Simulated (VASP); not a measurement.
# AlNi in VASP: notebook

The runs below take AlNi through single point, with PBEsol.

Everything below comes from runs of VASP 6.6.1. Logs are shortened: lines on timing, memory, paths and dates and some standing lists are left out, and cuts for length are marked.

### 1 The cell of the first run

Symmetry: Cmmm, No. 65, orthorhombic system. The conventional cell has a = 3.877 Å, b = 3.906 Å, c = 3.099 Å, α = 90.00°, β = 90.00°, γ = 90.00°. Al (site symmetry mmm) has 8 Ni at 2.48 to 2.49 Å and 6 Al at 2.75 to 3.10 Å within 3.3 Å. Within 3.3 Å of Ni (site symmetry mmm) lie 8 Al at 2.48 to 2.49 Å and 6 Ni at 2.75 to 3.10 Å.

### 2 Single point, PBEsol

Input file INCAR:

```
  PREC = Accurate
  ENCUT = 520
  EDIFF = 1E-7
  ISMEAR = 0
  SIGMA = 0.1
  LREAL = F
  LASPH = T
  NELM = 100
  ALGO = Fast
  ISIF = 2
  LWAVE = F
  LCHARG = T
  GGA = PS
  LELF = T
  LVHAR = T
  NBANDS = 14
```

Input file KPOINTS:

```
regular mesh
0
Gamma
  20 20 18
```

Input file POSCAR:

```
AlNi
1.0
    1.9386940000     -1.9531901500      0.0000000000
    1.9386940000      1.9531901500      0.0000000000
    0.0000000000      0.0000000000      3.0994300413
Al Ni
1 1
Direct
    0.0000000000      0.0000000000      0.0000000000
    0.5000000000      0.5000000000      0.5000000000
```

Potentials or basis: VASP PAW PBE potentials, release 64 (Al, Ni).

Command:

```bash
cat potpaw_PBE.64/Al/POTCAR potpaw_PBE.64/Ni/POTCAR > POTCAR
mpirun -np 1 vasp_std > vasp.out
```

OUTCAR:

```text
PREC = Accurate
   ENCUT = 520
   EDIFF = 1E-7
   ISMEAR = 0
   LREAL = F
   LASPH = T
   NELM = 100
   ISIF = 2
   GGA = PS

 ion  position               nearest neighbor table
   1  0.000  0.000  0.000-   2 2.48   2 2.48   2 2.48   2 2.48   2 2.49   2 2.49   2 2.49   2 2.49

   2  0.500  0.500  0.500-   1 2.48   1 2.48   1 2.48   1 2.48   1 2.49   1 2.49   1 2.49   1 2.49

  LATTYP: Found a base centered orthorhombic cell.
 ALAT       =     3.8773880000
 B/A-ratio  =     1.0074772759
 C/A-ratio  =     0.7993603017

  Lattice vectors:

 A1 = (   1.9386940000,  -1.9531901500,   0.0000000000)
 A2 = (   1.9386940000,   1.9531901500,   0.0000000000)
 A3 = (   0.0000000000,   0.0000000000,   3.0994300413)

Analysis of symmetry for initial positions (statically):
=====================================================================
 Subroutine PRICEL returns:
 Original cell was already a primitive cell.

 Routine SETGRP: Setting up the symmetry group for a
 base centered orthorhombic supercell.

 Subroutine GETGRP returns: Found  8 space group operations
 (whereof  8 operations were pure point group operations)
 out of a pool of  8 trial point group operations.

The static configuration has the point symmetry D_2h.

Analysis of symmetry for dynamics (positions and initial velocities):
=====================================================================
 Subroutine PRICEL returns:
 Original cell was already a primitive cell.

 Routine SETGRP: Setting up the symmetry group for a
 base centered orthorhombic supercell.

 Subroutine GETGRP returns: Found  8 space group operations
 (whereof  8 operations were pure point group operations)
 out of a pool of  8 trial point group operations.

The dynamic configuration has the point symmetry D_2h.

 Subroutine INISYM returns: Found  8 space group operations
 (whereof  8 operations are pure point group operations),
 and found     1 'primitive' translations

----------------------------------------------------------------------------------------

                                     Primitive cell

  volume of cell :      23.4728

  direct lattice vectors                    reciprocal lattice vectors
     1.938694000 -1.953190150  0.000000000     0.257905580 -0.255991461  0.000000000
     1.938694000  1.953190150  0.000000000     0.257905580  0.255991461  0.000000000
     0.000000000  0.000000000  3.099430041     0.000000000  0.000000000  0.322639965

  length of vectors
     2.751996764  2.751996764  3.099430041     0.363382603  0.363382603  0.322639965

  position of ions in fractional coordinates (direct lattice)
[... 92 lines left out ...]
   EMIN   =  10.00;   EMAX   =-10.00  energy-range for DOS
   EFERMI =   0.00;   METHOD = LEGACY
   ISMEAR =     0;   SIGMA  =   0.10  broadening in eV -4-tet -1-fermi 0-gaus
   EFERMI_NEDOS =   21; number of points for ismear=-14 and -15
   IALGO  =     68    algorithm
   IMIX   =      4    mixing-type and parameters
     AMIX     =   0.40;   BMIX     =  1.00
     AMIX_MAG =   1.60;   BMIX_MAG =  1.00
  volume/ion in A,a.u.               =      11.74        79.20
  Fermi-wavevector in a.u.,A,eV,Ry     =   1.344417  2.540580 24.591955  1.807458
  Thomas-Fermi vector in A             =   2.472413
   LORBIT       =      0    0 simple, 1 ext, 2 COOP (PROOUT), +10 PAW based schemes
   GGA     = PS    functional components
   LHFCALC =     F    Hartree Fock is set to
   AEXX    =    0.0000 exact exchange contribution
   IVDW    =     0    specifies the selected vdW correction
   LEPSILON=     F    determine dielectric tensor
   LRPA    =     F    only Hartree local field effects (RPA)
 non-spin polarized calculation
 RMM-DIIS sequential band-by-band and
 Gauss-broadening in eV      SIGMA  =   0.10
  energy-cutoff  :      520.00
  volume of cell :       23.47
 maximum number of plane-waves:       646
   NGX = 11   NGY = 11   NGZ = 11

 number of electron      13.0000022 magnetization

 Free energy of the ion-electron system (eV)
  ---------------------------------------------------
  ext. energy  EPLUGINS =         0.00000000
  ---------------------------------------------------
  free energy    TOTEN  =       -11.54498789 eV

  energy without entropy =      -11.54080029  energy(sigma->0) =      -11.54289409

 E-fermi :  10.1398     XC(G=0): -12.2568

 val. band max:       10.1364157645   @ k =   0.4500   0.4500   0.3333
 cond. band min:      10.1419150435   @ k =   0.5000   0.5000   0.2778
 fundamental gap:      0.0054992790
 Fermi energy:        10.1397529279

 k-point     1 :       0.0000    0.0000    0.0000
  band No.  band energies     occupation
      1      -1.1365      2.00000
      2       6.7132      2.00000
      3       6.8579      2.00000
      4       8.4798      2.00000
      5       8.4999      2.00000
      6       8.7949      2.00000
      7      13.0814      0.00000
      8      17.1845      0.00000
      9      17.2282      0.00000
     10      17.3240      0.00000
     11      18.8101      0.00000
     12      24.7654      0.00000
     13      30.5549      0.00000
     14      30.5642      0.00000
[... 377 lines left out ...]
      1       1.2937      2.00000
      2       5.8614      2.00000
      3       7.2257      2.00000
      4       7.5717      2.00000
      5       8.1902      2.00000
      6       8.5598      2.00000
      7      10.2829      0.04296
      8      16.1450      0.00000
      9      17.7698      0.00000
     10      19.5264      0.00000
     11      21.9961      0.00000
     12      23.2040      0.00000
     13      24.7649      0.00000
     14      25.8888      0.00000

 [... further k-points ...]

------------------------ aborting loop because EDIFF is reached ----------------------------------------

  FORCE on cell =-STRESS in cart. coord.  units (eV):
  Direction    XX          YY          ZZ          XY          YZ          ZX
  --------------------------------------------------------------------------------------
  -------------------------------------------------------------------------------------
  Total        0.5116456      0.2866088     -0.6178023      0.0000000      0.0000000      0.0000000
  in kB       34.9232121     19.5629578    -42.1691147      0.0000000      0.0000000      0.0000000
  external PRESSURE =       4.1056851 kB  Pullay stress =       0.0000000 kB

 VOLUME and BASIS-vectors are now :
 -----------------------------------------------------------------------------
  energy-cutoff  :      520.00
  volume of cell :       23.47
      direct lattice vectors                 reciprocal lattice vectors
     1.938694000 -1.953190150  0.000000000     0.257905580 -0.255991461  0.000000000
     1.938694000  1.953190150  0.000000000     0.257905580  0.255991461  0.000000000
     0.000000000  0.000000000  3.099430041     0.000000000  0.000000000  0.322639965

 POSITION                                       TOTAL-FORCE (eV/Angst)
 -----------------------------------------------------------------------------------
      0.00000      0.00000      0.00000        -0.000000     -0.000000      0.000000
      1.93869      0.00000      1.54972         0.000000      0.000000      0.000000
 -----------------------------------------------------------------------------------
    total drift:                                0.000000      0.000000      0.000000

  FREE ENERGIE OF THE ION-ELECTRON SYSTEM (eV)
  ---------------------------------------------------
  free  energy   TOTEN  =       -11.5449878919 eV

  energy  without entropy=      -11.5408002878  energy(sigma->0) =      -11.54289409
```

stdout:

```text
POSCAR found type information on POSCAR AlNi
 POSCAR found :  2 types and       2 ions
 scaLAPACK will be used
 -----------------------------------------------------------------------------
|                                                                             |
|                                                                             |
|     You enforced a specific xc type in the INCAR file but a different       |
|     I HOPE YOU KNOW WHAT YOU ARE DOING!                                     |
|                                                                             |
 -----------------------------------------------------------------------------

 LDA part: xc-table for (Slater+PW92), standard interpolation
 POSCAR, INCAR and KPOINTS ok, starting setup
 FFT: planning ... GRIDC
 FFT: planning ... GRID_SOFT
 FFT: planning ... GRID
 WAVECAR not read
 entering main loop
WARNING in EDDRMM: call to ZHEGV failed, returncode =   8  4     14
WARNING in EDDRMM: call to ZHEGV failed, returncode =   8  4     12
WARNING in EDDRMM: call to ZHEGV failed, returncode =   6  3     12
WARNING in EDDRMM: call to ZHEGV failed, returncode =   8  4     14
WARNING in EDDRMM: call to ZHEGV failed, returncode =   8  4     13
WARNING in EDDRMM: call to ZHEGV failed, returncode =   6  3     13
```

Wall time 3.9 min (1 thread of Intel Xeon Platinum 8259CL at 2.50GHz (Skylake/Cascade Lake), shared host); peak memory 0.45 GiB.

Results:

| Property | Result |
| --- | --- |
| Free energy | -11.5450 eV |
| Pressure | 0.4 GPa |
| Band gap on the k mesh | zero (an odd number of electrons rules out a gap without spin polarisation) |

Caveat: the stress differs along the axes, from -4 to 3 GPa; the PAW data sets were made with another functional, which shifts forces and pressure a little. Spin polarisation is off, so any magnetic state and its effect on volume and gap are missing.

### 3 Single point, PBEsol

This run uses another cell than the first one, of 12.03 Å³/atom.

Input file INCAR:

```
SYSTEM = AlNi
PREC     = Accurate       ! precision mode
ENCUT    = 690            ! plane-wave cutoff, eV
EDIFF    = 1E-6           ! SCF threshold, eV
ISMEAR   = 0              ! smearing method
SIGMA    = 0.1            ! smearing width, eV
LREAL    = .False.        ! projectors in reciprocal space
LASPH    = .True.         ! aspherical terms in the spheres
NELM     = 120            ! most SCF steps
ALGO     = Normal         ! electronic algorithm
ISIF     = 2              ! what is computed and relaxed
LWAVE    = .False.        ! write WAVECAR
LCHARG   = .False.        ! write CHGCAR
GGA      = PS             ! functional
NBANDS   = 18             ! bands
GGA_COMPAT= .False.
```

Input file KPOINTS:

```
regular mesh
0
Gamma
  1 1 1
  0 0 0
```

Input file POSCAR:

```
AlNi
1.0
    1.9200181183     -1.9425589801     -0.0037790393
    1.9512319427      1.9735411424      0.0255001712
    0.0173630105      0.0232309344      3.1752880394
Al Ni
1 1
Direct
   -0.0042343019      0.0203536993     -0.0081235684
    0.5000516049      0.4946897599      0.4962920952
```

Potentials or basis: VASP PAW PBE potentials, release 64 (Al, Ni_sv_GW).

Command:

```bash
cat potpaw_PBE.64/Al/POTCAR potpaw_PBE.64/Ni_sv_GW/POTCAR > POTCAR
mpirun -np 1 vasp_gam > vasp.out
```

OUTCAR:

```text
SYSTEM = AlNi
   PREC = Accurate
   ENCUT = 690
   EDIFF = 1E-6
   ISMEAR = 0
   LREAL = .False.
   LASPH = .True.
   NELM = 120
   ISIF = 2
   GGA = PS

 ion  position               nearest neighbor table
   1  0.996  0.020  0.992-   2 2.45   2 2.45   2 2.49   2 2.50   2 2.53   2 2.54   2 2.56   2 2.58

   2  0.500  0.495  0.496-   1 2.45   1 2.45   1 2.49   1 2.50   1 2.53   1 2.54   1 2.56   1 2.58

  LATTYP: Found a triclinic cell.
 ALAT       =     6.3109597888
 B/A-ratio  =     0.9663547015
 C/A-ratio  =     1.3956002506
 COS(alpha) =     0.0000535922
 COS(beta)  =     0.6296017415
 COS(gamma) =     0.7737014820

  Lattice vectors:

 A1 = (  -3.8573992471,   3.8618870258,  -3.1677299608)
 A2 = (  -5.7912681793,   1.9115768178,  -0.0179420926)
 A3 = (   1.9477197461,   5.8431793961,  -6.2957966971)

Analysis of symmetry for initial positions (statically):
=====================================================================
 Subroutine PRICEL returns:
 Original cell was already a primitive cell.

 Routine SETGRP: Setting up the symmetry group for a
 triclinic supercell.

[... 139 lines left out ...]
  free energy    TOTEN  =       -12.34729645 eV

  energy without entropy =      -12.29087749  energy(sigma->0) =      -12.31908697

 E-fermi :  11.4554     XC(G=0): -12.3145

 val. band max:       11.4553744359   @ k =   0.0000   0.0000   0.0000
 cond. band min:      15.8103092046   @ k =   0.0000   0.0000   0.0000
 fundamental gap:      4.3549347687
 Fermi energy:        11.4553744359

 k-point     1 :       0.0000    0.0000    0.0000
  band No.  band energies     occupation
      1     -91.1353      2.00000
      2     -52.0125      2.00000
      3     -51.6430      2.00000
      4     -51.5869      2.00000
      5      -2.1210      2.00000
      6       7.1969      2.00000
[... 10 lines left out ...]
     17      28.7740      0.00000
     18      29.2884      0.00000

------------------------ aborting loop because EDIFF is reached ----------------------------------------

  FORCE on cell =-STRESS in cart. coord.  units (eV):
  Direction    XX          YY          ZZ          XY          YZ          ZX
  --------------------------------------------------------------------------------------
  -------------------------------------------------------------------------------------
  Total       -9.3935463     -9.2739580     15.2131930     -0.1771352     -0.0709596     -0.0637596
  in kB     -625.3836517   -617.4219526   1012.8317743    -11.7929336     -4.7241959     -4.2448497
  external PRESSURE =     -76.6579434 kB  Pullay stress =       0.0000000 kB

 VOLUME and BASIS-vectors are now :
 -----------------------------------------------------------------------------
  energy-cutoff  :      690.00
  volume of cell :       24.07
      direct lattice vectors                 reciprocal lattice vectors
     1.920018118 -1.942558980 -0.003779039     0.260372202 -0.257434856  0.000459677
     1.951231943  1.973541142  0.025500171     0.256305261  0.253337505 -0.003254980
     0.017363011  0.023230934  3.175288039    -0.001748462 -0.002340892  0.314958746

 POSITION                                       TOTAL-FORCE (eV/Angst)
 -----------------------------------------------------------------------------------
      1.96882     -1.87112      3.14625        -0.054331     -0.071871      0.031648
      1.93398      0.01644      1.58660         0.054331      0.071871     -0.031648
 -----------------------------------------------------------------------------------
    total drift:                               -0.000581     -0.000645      0.001017

  FREE ENERGIE OF THE ION-ELECTRON SYSTEM (eV)
  ---------------------------------------------------
  free  energy   TOTEN  =       -12.3472964527 eV

  energy  without entropy=      -12.2908774943  energy(sigma->0) =      -12.31908697
```

Run time: 8.3 s. Hardware: 1 thread of Intel Xeon Platinum 8175M at 2.50GHz (Skylake/Cascade Lake), shared host; peak memory 0.14 GiB.

Results:

```yaml
Free_energy: -12.3473 eV
Pressure: -7.7 GPa
Largest_force: 0.095 eV/Å
Band_gap_on_the_k_mesh: zero (an odd number of electrons rules out a gap without spin polarisation)
```

Forces in eV/Å, atoms in the order of the input:
```
Al  -0.054 -0.072  0.032
Ni   0.054  0.072 -0.032
```

Levels at points of the mesh, in eV from the Fermi level:
| k point | band 7 | band 8 | band 9 | band 10 | band 11 | band 12 | band 13 | band 14 |
| --- | --- | --- | --- | --- | --- | --- | --- | --- |
| (0.00, 0.00, 0.00) | -3.58 | -1.74 | -1.63 | -1.04 | 0.00 | 4.35 | 5.00 | 5.11 |

Caveat: the k points lie up to 2.30 Å⁻¹ apart, too coarse for converged energies and pressures of a metal; the PAW data sets were made with another functional, which shifts forces and pressure a little.

[end of part 1 of 2]

The gap in the log of VASP goes by the Fermi energy; the results here count the filled bands.